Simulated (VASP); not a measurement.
# TaN (P6/mmm) in VASP: a series of runs

TaN is run at these levels: LDA; tasks: electric field gradients.

Program: VASP 6.6.1. These are calculated values, not measurements. Logs are shortened: lines on timing, memory, paths and dates and some standing lists are left out, and cuts for length are marked.

## (1) The cell of the first run

Symmetry: P6/mmm, No. 191, hexagonal system. Conventional cell: a = 5.253 Å, b = 5.253 Å, c = 2.946 Å, α = 90.00°, β = 90.00°, γ = 120.00°. Ta (site symmetry 6/mmm) has 6 N at 2.63 Å and 14 Ta at 2.95 to 3.37 Å within 3.5 Å. Within 2.8 Å of Ta (site symmetry -6m2) lie 6 N at 2.11 Å. N (site symmetry mmm) has 6 Ta at 2.11 to 2.63 Å and 4 N at 2.63 Å within 2.8 Å.

## (2) Electric field gradients, LDA (11.74 Å³/atom)

Contents of INCAR:

```
  PREC = Accurate
  ENCUT = 520
  EDIFF = 1E-8
  ISMEAR = -1
  SIGMA = 0.03
  LREAL = F
  LASPH = T
  NELM = 100
  ALGO = Normal
  ISIF = 2
  LWAVE = F
  LCHARG = F
  LEFG = T
  NBANDS = 33
```

Contents of KPOINTS:

```
regular mesh
0
Gamma
  5 5 8
```

Contents of POSCAR:

```
TaN
1.0
    5.2532307548      0.0000000000      0.0000000000
   -2.6266153774      4.5494312856      0.0000000000
    0.0000000000      0.0000000000      2.9462675463
Ta N
3 3
Direct
    0.0000000000      0.0000000000      0.0000000000
    0.3333333333      0.6666666667      0.5000000000
    0.6666666667      0.3333333333      0.5000000000
    0.5000000000      0.0000000000      0.0000000000
    0.5000000000      0.5000000000      0.0000000000
    0.0000000000      0.5000000000      0.0000000000
```

Potentials or basis: VASP PAW LDA potentials, release 64 (Ta_pv, N).

The run is started by

```bash
cat potpaw_LDA.64/Ta_pv/POTCAR potpaw_LDA.64/N/POTCAR > POTCAR
mpirun -np 1 vasp_std > vasp.out
```

OUTCAR:

```text
PREC = Accurate
   ENCUT = 520
   EDIFF = 1E-8
   ISMEAR = -1
   LREAL = F
   LASPH = T
   NELM = 100
   ISIF = 2

 ion  position               nearest neighbor table
   1  0.000  0.000  0.000-   4 2.63   4 2.63   6 2.63   6 2.63   5 2.63   5 2.63   3 3.37   3 3.37
                             2 3.37   2 3.37   2 3.37   3 3.37   2 3.37   3 3.37   2 3.37   3 3.37
   2  0.333  0.667  0.500-   6 2.11   6 2.11   4 2.11   4 2.11   5 2.11   5 2.11   3 3.03   3 3.03
                             3 3.03   1 3.37   1 3.37   1 3.37   1 3.37   1 3.37   1 3.37
   3  0.667  0.333  0.500-   6 2.11   6 2.11   4 2.11   4 2.11   5 2.11   5 2.11   2 3.03   2 3.03
                             2 3.03   1 3.37   1 3.37   1 3.37   1 3.37   1 3.37   1 3.37
   4  0.500  0.000  0.000-   2 2.11   3 2.11   2 2.11   3 2.11   1 2.63   1 2.63
   5  0.500  0.500  0.000-   2 2.11   3 2.11   2 2.11   3 2.11   1 2.63   1 2.63
   6  0.000  0.500  0.000-   2 2.11   3 2.11   2 2.11   3 2.11   1 2.63   1 2.63

  LATTYP: Found a hexagonal cell.
 ALAT       =     5.2532307548
 C/A-ratio  =     0.5608486822

  Lattice vectors:

 A1 = (   5.2532307548,   0.0000000000,   0.0000000000)
 A2 = (  -2.6266153774,   4.5494312856,   0.0000000000)
 A3 = (   0.0000000000,   0.0000000000,   2.9462675463)

Analysis of symmetry for initial positions (statically):
=====================================================================
 Subroutine PRICEL returns:
 Original cell was already a primitive cell.

 Routine SETGRP: Setting up the symmetry group for a
 hexagonal supercell.

 Subroutine GETGRP returns: Found 24 space group operations
 (whereof 24 operations were pure point group operations)
 out of a pool of 24 trial point group operations.

The static configuration has the point symmetry D_6h.

Analysis of symmetry for dynamics (positions and initial velocities):
=====================================================================
 Subroutine PRICEL returns:
 Original cell was already a primitive cell.

 Routine SETGRP: Setting up the symmetry group for a
 hexagonal supercell.

 Subroutine GETGRP returns: Found 24 space group operations
 (whereof 24 operations were pure point group operations)
 out of a pool of 24 trial point group operations.

The dynamic configuration has the point symmetry D_6h.

 Subroutine INISYM returns: Found 24 space group operations
 (whereof 24 operations are pure point group operations),
 and found     1 'primitive' translations

----------------------------------------------------------------------------------------

                                     Primitive cell

  volume of cell :      70.4135

  direct lattice vectors                    reciprocal lattice vectors
     5.253230755  0.000000000  0.000000000     0.190359047  0.109903847  0.000000000
    -2.626615377  4.549431286  0.000000000     0.000000000  0.219807694  0.000000000
     0.000000000  0.000000000  2.946267546     0.000000000  0.000000000  0.339412489

  length of vectors
     5.253230755  5.253230755  2.946267546     0.219807694  0.219807694  0.339412489

  position of ions in fractional coordinates (direct lattice)
     0.000000000  0.000000000  0.000000000
     0.333333333  0.666666667  0.500000000
     0.666666667  0.333333333  0.500000000
     0.500000000  0.000000000  0.000000000
     0.500000000  0.500000000  0.000000000
     0.000000000  0.500000000  0.000000000

  ion indices of the primitive-cell ions
   primitive index   ion index
                 1           1
                 2           2
                 3           3
                 4           4
                 5           5
                 6           6

----------------------------------------------------------------------------------------

 KPOINTS: regular mesh

Automatic generation of k-mesh.
 Grid dimensions read from file:
 generate k-points for:    5    5    8

 Generating k-lattice:

  Cartesian coordinates                     Fractional coordinates (reciprocal lattice)
     0.038071809  0.021980769  0.000000000     0.200000000  0.000000000  0.000000000
     0.000000000  0.043961539  0.000000000     0.000000000  0.200000000  0.000000000
     0.000000000  0.000000000  0.042426561     0.000000000  0.000000000  0.125000000

  Length of vectors
     0.043961539  0.043961539  0.042426561

  Shift w.r.t. Gamma in fractional coordinates (k-lattice)
     0.000000000  0.000000000  0.000000000

 Subroutine IBZKPT returns following result:
 ===========================================

 Found     25 irreducible k-points:

 Following reciprocal coordinates:
            Coordinates               Weight
  0.000000  0.000000  0.000000      1.000000
  0.200000  0.000000  0.000000      6.000000
  0.400000 -0.000000  0.000000      6.000000
  0.200000  0.200000  0.000000      6.000000
  0.400000  0.200000  0.000000      6.000000
  0.000000  0.000000  0.125000      2.000000
[... 16 lines left out ...]
  0.400000 -0.000000  0.500000      6.000000
  0.200000  0.200000  0.500000      6.000000
   k-points           NKPTS =     25   k-points in BZ     NKDIM =     25   number of bands    NBANDS=     33
   number of dos      NEDOS =    301   number of ions     NIONS =      6
   total plane-waves  NPLWV =  38400
   dimension x,y,z NGX =    40 NGY =   40 NGZ =   24
   dimension x,y,z NGXF=    80 NGYF=   80 NGZF=   48
   ions per type =               3   3
   NGX,Y,Z   is equivalent  to a cutoff of  12.66, 12.66, 13.54 a.u.
   NGXF,Y,Z  is equivalent  to a cutoff of  25.32, 25.32, 27.08 a.u.
 SYSTEM =  unknown system
   PREC   = accura    normal or accurate (medium, high low for compatibility)
   ISTART =      0    job   : 0-new  1-cont  2-samecut
   ICHARG =      2    charge: 1-file 2-atom 10-const
   ISPIN  =      1    spin polarized calculation?
   LNONCOLLINEAR =      F non collinear calculations
   LSORBIT =      F    spin-orbit coupling
   LASPH  =      T    aspherical Exc in radial PAW
   ENCUT  =  520.0 eV  38.22 Ry    6.18 a.u.   9.77  9.77  5.48*2*pi/ulx,y,z
   NELM   =    100;   NELMIN=  2; NELMDL= -5     # of ELM steps
   EDIFF  = 0.1E-07   stopping-criterion for ELM
   LREAL  =      F    real-space projection
   EDIFFG = 0.1E-06   stopping-criterion for IOM
   NSW    =      0    number of steps for IOM
   IBRION =     -1    ionic relax: 0-MD 1-quasi-New 2-CG
   NFREE  =      0    steps in history (QN), initial steepest desc. (CG)
   ISIF   =      2    stress and relaxation
   ISYM   =      2    0-nonsym 1-usesym 2-fastsym
   POTIM  = 0.5000    time-step for ionic-motion
   TEBEG  =    0.0;   TEEND  =   0.0 temperature during run
   PSTRESS=    0.0 pullay stress
   NELECT =      48.0000    total number of electrons
   NUPDOWN=      -1.0000    fix difference up-down
   EMIN   =  10.00;   EMAX   =-10.00  energy-range for DOS
   EFERMI =   0.00;   METHOD = LEGACY
   ISMEAR =    -1;   SIGMA  =   0.03  broadening in eV -4-tet -1-fermi 0-gaus
   EFERMI_NEDOS =   21; number of points for ismear=-14 and -15
   IALGO  =     38    algorithm
   IMIX   =      4    mixing-type and parameters
     AMIX     =   0.40;   BMIX     =  1.00
     AMIX_MAG =   1.60;   BMIX_MAG =  1.00
  volume/ion in A,a.u.               =      11.74        79.20
  Fermi-wavevector in a.u.,A,eV,Ry     =   1.440799  2.722715 28.244348  2.075901
  Thomas-Fermi vector in A             =   2.559502
   LORBIT       =      0    0 simple, 1 ext, 2 COOP (PROOUT), +10 PAW based schemes
   GGA     = CA    functional components
   LHFCALC =     F    Hartree Fock is set to
   AEXX    =    0.0000 exact exchange contribution
   IVDW    =     0    specifies the selected vdW correction
   LEPSILON=     F    determine dielectric tensor
   LRPA    =     F    only Hartree local field effects (RPA)
 non-spin polarized calculation
  energy-cutoff  :      520.00
  volume of cell :       70.41
 maximum number of plane-waves:      1919
 NGX is ok and might be reduce to    40
   NGX = 19   NGY = 19   NGZ = 11

 number of electron      48.0000010 magnetization

 Free energy of the ion-electron system (eV)
  ---------------------------------------------------
  ext. energy  EPLUGINS =         0.00000000
  ---------------------------------------------------
  free energy    TOTEN  =       -71.19634567 eV

  energy without entropy =      -71.19204400  energy(sigma->0) =      -71.19419484

 E-fermi :   7.6600     XC(G=0): -13.0817

 val. band max:        7.6319604396   @ k =   0.0000   0.0000   0.3750
 cond. band min:       7.6914326891   @ k =   0.2000   0.0000   0.2500
 fundamental gap:      0.0594722495
 Fermi energy:         7.6599919311

 k-point     1 :       0.0000    0.0000    0.0000
  band No.  band energies     occupation
      1     -28.3635      2.00000
      2     -28.3635      2.00000
      3     -28.0066      2.00000
      4     -28.0066      2.00000
      5     -27.8172      2.00000
      6     -27.6980      2.00000
[... 25 lines left out ...]
     32      10.7076      0.00000
     33      10.7076      0.00000

 k-point     2 :       0.2000    0.0000    0.0000
  band No.  band energies     occupation
      1     -28.3865      2.00000
      2     -28.3457      2.00000
      3     -27.9974      2.00000
      4     -27.9757      2.00000
      5     -27.8069      2.00000
      6     -27.7111      2.00000
[... 25 lines left out ...]
     32      10.8498      0.00000
     33      11.0509      0.00000
[... 754 lines left out ...]
     32      11.5461      0.00000
     33      12.8132      0.00000

 k-point    24 :       0.2000    0.2000    0.5000
  band No.  band energies     occupation
      1     -28.6060      2.00000
      2     -28.4929      2.00000
      3     -28.2538      2.00000
      4     -28.1475      2.00000
      5     -27.9388      2.00000
      6     -27.8254      2.00000
[... 25 lines left out ...]
     32      11.3457      0.00000
     33      12.7825      0.00000

 [... further k-points ...]

------------------------ aborting loop because EDIFF is reached ----------------------------------------

  FORCE on cell =-STRESS in cart. coord.  units (eV):
  Direction    XX          YY          ZZ          XY          YZ          ZX
  --------------------------------------------------------------------------------------
  -------------------------------------------------------------------------------------
  Total       -5.5546991     -5.5546991     -8.2781837      0.0000000      0.0000000      0.0000000
  in kB     -126.3907681   -126.3907681   -188.3605164      0.0000000      0.0000000      0.0000000
  external PRESSURE =    -147.0473509 kB  Pullay stress =       0.0000000 kB

 VOLUME and BASIS-vectors are now :
 -----------------------------------------------------------------------------
  energy-cutoff  :      520.00
  volume of cell :       70.41
      direct lattice vectors                 reciprocal lattice vectors
     5.253230755  0.000000000  0.000000000     0.190359047  0.109903847  0.000000000
    -2.626615377  4.549431286  0.000000000     0.000000000  0.219807694  0.000000000
     0.000000000  0.000000000  2.946267546     0.000000000  0.000000000  0.339412489

 POSITION                                       TOTAL-FORCE (eV/Angst)
 -----------------------------------------------------------------------------------
      0.00000      0.00000      0.00000        -0.000000      0.000000      0.000000
     -0.00000      3.03295      1.47313        -0.000000      0.000000     -0.000000
      2.62662      1.51648      1.47313         0.000000     -0.000000      0.000000
      2.62662      0.00000      0.00000        -0.000000      0.000000      0.000000
      1.31331      2.27472      0.00000        -0.000000      0.000000      0.000000
     -1.31331      2.27472      0.00000        -0.000000      0.000000      0.000000
 -----------------------------------------------------------------------------------
    total drift:                               -0.000000      0.000000     -0.000000

  FREE ENERGIE OF THE ION-ELECTRON SYSTEM (eV)
  ---------------------------------------------------
  free  energy   TOTEN  =       -71.1963456740 eV

  energy  without entropy=      -71.1920439966  energy(sigma->0) =      -71.19419484

 Electric field gradients (V/A^2)
---------------------------------------------------------------------
 ion       V_xx      V_yy      V_zz      V_xy      V_xz      V_yz
---------------------------------------------------------------------
   1     169.083   169.083  -338.166    -0.000     0.000    -0.000
   2     175.203   175.203  -350.406     0.000     0.000    -0.000
   3     175.203   175.203  -350.406     0.000     0.000    -0.000
   4      31.733   -27.817    -3.915     0.001     0.000     0.000
   5     -12.931    16.846    -3.916    25.787     0.000    -0.000
   6     -12.930    16.846    -3.915   -25.786    -0.000    -0.000
---------------------------------------------------------------------

 Electric field gradients after diagonalization (V/A^2)
 (convention: |V_zz| > |V_xx| > |V_yy|)
----------------------------------------------------------------------
 ion       V_xx      V_yy      V_zz     asymmetry (V_yy - V_xx)/ V_zz
----------------------------------------------------------------------
   1     169.083   169.083  -338.166       0.000
   2     175.203   175.202  -350.406       0.000
   3     175.203   175.202  -350.406       0.000
   4     -27.817    -3.915    31.733       0.753
   5     -27.819    -3.916    31.735       0.753
   6     -27.817    -3.915    31.733       0.753
----------------------------------------------------------------------

           NMR quadrupolar parameters

 Cq : quadrupolar parameter    Cq=e*Q*V_zz/h
 eta: asymmetry parameters     (V_yy - V_xx)/ V_zz
 Q  : nuclear electric quadrupole moment in mb (millibarn)
----------------------------------------------------------------------
 ion       Cq(MHz)       eta       Q (mb)
----------------------------------------------------------------------
   1      -0.818       0.000       1.000
   2      -0.847       0.000       1.000
   3      -0.847       0.000       1.000
   4       0.077       0.753       1.000
   5       0.077       0.753       1.000
   6       0.077       0.753       1.000
----------------------------------------------------------------------
```

Run time: 29 s. Hardware: 1 thread of Intel Xeon Platinum 8559C (Emerald Rapids), shared host; peak memory 0.18 GiB.

What came out:

```yaml
Free_energy: -71.1963 eV
Pressure: -14.7 GPa
Band_gap_on_the_k_mesh: zero (bands 24 and 25 overlap by 2.02 eV)
Largest_electric_field_gradient_by_atom: Ta -338.2, -350.4 (each value once); N +31.7 V/Å²
```

Electric field gradients, principal values (V/Å²):
```csv
atom,least,middle,greatest (by size)
1 Ta,169.083,169.083,-338.166
2 Ta,175.202,175.203,-350.406
3 Ta,175.202,175.203,-350.406
4 N,-3.915,-27.817,31.733
5 N,-3.916,-27.819,31.735
6 N,-3.915,-27.817,31.733
```

Caveat: the cell stands under tension; without QUAD_EFG the Cq values of the log hold for a quadrupole moment of 1 mb, not for the nuclei; spin-orbit coupling is left out, which moves the levels of the heavy elements.

[end of part 1 of 2]
